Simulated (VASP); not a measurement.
A run of VASP 6.6.1 is set up as follows.

INCAR

```
SYSTEM = Al5Ga3As8
  ALGO = Normal
  EDIFF = 1E-6
  ENCUT = 520
  GGA = PS
  ISIF = 2
  ISMEAR = -1
  ISYM = 0
  LASPH = .True.
  LCHARG = .False.
  LREAL = Auto
  LWAVE = .False.
  NBANDS = 226
  NELM = 60
  PREC = Accurate
  SIGMA = 0.05
```

KPOINTS

```
Automatic mesh
0
Gamma
  1 1 1
  0.25 0.25 0.25
```

POSCAR

```
Al5Ga3As8
1.0
   11.3393188080      0.0000000000      0.0000000000
    0.0000000000     11.3393188080      0.0000000000
    0.0000000000      0.0000000000     11.3393188080
Al Ga As
20 12 32
Direct
    0.9998300000      0.0000030000      0.0002810000
    0.9997980000      0.0001690000      0.4999320000
    0.9995280000      0.5001080000      0.4999310000
    0.5001250000      0.9999410000      0.0002380000
    0.4996820000      0.9998930000      0.5001600000
    0.2500100000      0.2500300000      0.9998610000
    0.2500260000      0.2496100000      0.4998260000
    0.2500500000      0.7497780000      0.9999480000
    0.2504160000      0.7496240000      0.4998840000
    0.7503850000      0.2496250000      0.9999570000
    0.7495550000      0.2499450000      0.4999390000
    0.7499210000      0.7496300000      0.9998720000
    0.7503870000      0.7497250000      0.4996060000
    0.2502570000      0.0003070000      0.7496670000
    0.2501470000      0.4999140000      0.2494210000
    0.2498260000      0.5001010000      0.7494950000
    0.7500570000      0.0002010000      0.7495200000
    0.7498380000      0.4999230000      0.2497610000
    0.7499360000      0.4997630000      0.7496180000
    0.4999110000      0.2501560000      0.2498350000
    0.0000300000      0.5004730000      0.0004180000
    0.5000730000      0.5007060000      0.0001230000
    0.5000080000      0.5006130000      0.5004520000
    0.2502450000      0.0001390000      0.2501230000
    0.7507190000      0.0002960000      0.2500650000
    0.0005300000      0.2504790000      0.2500770000
    0.0002170000      0.2507630000      0.7506390000
    0.0004140000      0.7509170000      0.2502200000
    0.0004090000      0.7503680000      0.7505210000
    0.5001490000      0.2509400000      0.7505000000
    0.5004470000      0.7507160000      0.2503660000
    0.5004230000      0.7501580000      0.7504680000
    0.1251900000      0.1248720000      0.1251590000
    0.1248380000      0.1253560000      0.6251890000
    0.1249490000      0.6255010000      0.1251870000
    0.1247840000      0.6252680000      0.6247490000
    0.6255210000      0.1248890000      0.1252240000
    0.6246910000      0.1252400000      0.6250820000
    0.6249450000      0.6253420000      0.1251120000
    0.6251330000      0.6254220000      0.6250040000
    0.3751130000      0.3752220000      0.1243660000
    0.3749800000      0.3750080000      0.6246490000
    0.3747160000      0.8749680000      0.1251260000
    0.3749860000      0.8746310000      0.6251010000
    0.8750990000      0.3749780000      0.1247000000
    0.8748810000      0.3746580000      0.6248150000
    0.8746600000      0.8748650000      0.1249900000
    0.8750080000      0.8748340000      0.6249380000
    0.3751220000      0.1250480000      0.3751430000
    0.3751340000      0.1251610000      0.8750470000
    0.3752230000      0.6248330000      0.3747070000
    0.3749960000      0.6247600000      0.8747630000
    0.8751180000      0.1255170000      0.3749630000
    0.8751380000      0.1249820000      0.8747920000
    0.8750910000      0.6250720000      0.3744190000
    0.8750880000      0.6247290000      0.8748510000
    0.1256380000      0.3755680000      0.3754810000
    0.1251710000      0.3755910000      0.8755100000
    0.1256870000      0.8755020000      0.3753200000
    0.1256330000      0.8756130000      0.8754470000
    0.6248510000      0.3754140000      0.3753380000
    0.6253170000      0.3754900000      0.8757340000
    0.6257380000      0.8757150000      0.3752610000
    0.6255860000      0.8754610000      0.8753320000
```

Potentials or basis: VASP PAW PBE potentials, release 64 (Al, Ga_d, As).

Launch:

```sh
$ cat potpaw_PBE.64/Al/POTCAR potpaw_PBE.64/Ga_d/POTCAR potpaw_PBE.64/As/POTCAR > POTCAR
$ mpirun -np 1 vasp_std > vasp.out
```

Task: What does it give for the pressure?

Result: 0.3 GPa.

Task: Predict the largest force.

Result: 0.048 eV/Å.

Task: What does it give for the band gap on the k mesh?

Result: 1.76 eV.

Forces on the atoms (eV/Å):
```
Al   0.001  0.006  0.010
Al   0.017  0.009  0.008
Al   0.012  0.008  0.001
Al   0.003  0.015  0.015
Al   0.012  0.001  0.007
Al   0.003  0.001  0.017
Al  -0.008  0.007  0.009
Al   0.005  0.006  0.001
Al   0.008  0.006  0.002
Al   0.002  0.001  0.001
Al  -0.006  0.012  0.005
Al   0.010  0.003  0.003
Al   0.003  0.015 -0.011
Al   0.001  0.005  0.006
Al   0.007  0.007  0.002
Al   0.008  0.007  0.003
Al   0.004  0.008  0.005
Al   0.008  0.008  0.009
Al   0.002 -0.001  0.012
Al   0.023  0.013  0.009
Ga  -0.002 -0.006 -0.010
Ga  -0.001 -0.007 -0.015
Ga   0.000 -0.010 -0.012
Ga  -0.009  0.002 -0.004
Ga  -0.007 -0.011  0.000
Ga   0.008 -0.002 -0.003
Ga  -0.002 -0.010 -0.010
Ga  -0.011 -0.002 -0.006
Ga   0.001 -0.003  0.006
Ga   0.003 -0.003 -0.008
Ga  -0.009 -0.003  0.005
Ga  -0.010 -0.005  0.001
As   0.001  0.021  0.009
As   0.000 -0.002 -0.003
As  -0.008 -0.026 -0.008
As  -0.002 -0.007  0.014
As  -0.023  0.005 -0.005
As  -0.001  0.000  0.003
As  -0.014 -0.020 -0.009
As  -0.015 -0.017  0.001
As  -0.001 -0.008  0.016
As   0.014  0.002  0.020
As   0.023  0.007  0.009
As   0.012  0.012 -0.001
As   0.011  0.007  0.022
As   0.008  0.009  0.008
As   0.025  0.011  0.016
As   0.005 -0.002  0.003
As  -0.020 -0.021 -0.031
As   0.002 -0.002 -0.012
As   0.011  0.022  0.011
As   0.020  0.027  0.016
As  -0.007 -0.021 -0.017
As   0.004  0.006 -0.001
As   0.005  0.003  0.016
As   0.010  0.026  0.007
As  -0.029 -0.023 -0.026
As  -0.017 -0.006 -0.014
As  -0.014 -0.011 -0.013
As  -0.023 -0.022 -0.025
As  -0.003 -0.010 -0.011
As  -0.014 -0.001 -0.011
As  -0.010 -0.009 -0.011
As  -0.026 -0.028 -0.029
```

Caveat: the PAW data sets were made with another functional, which shifts forces and pressure a little; a shifted mesh leaves out Γ, where band edges can lie. A k mesh can miss the band edges.
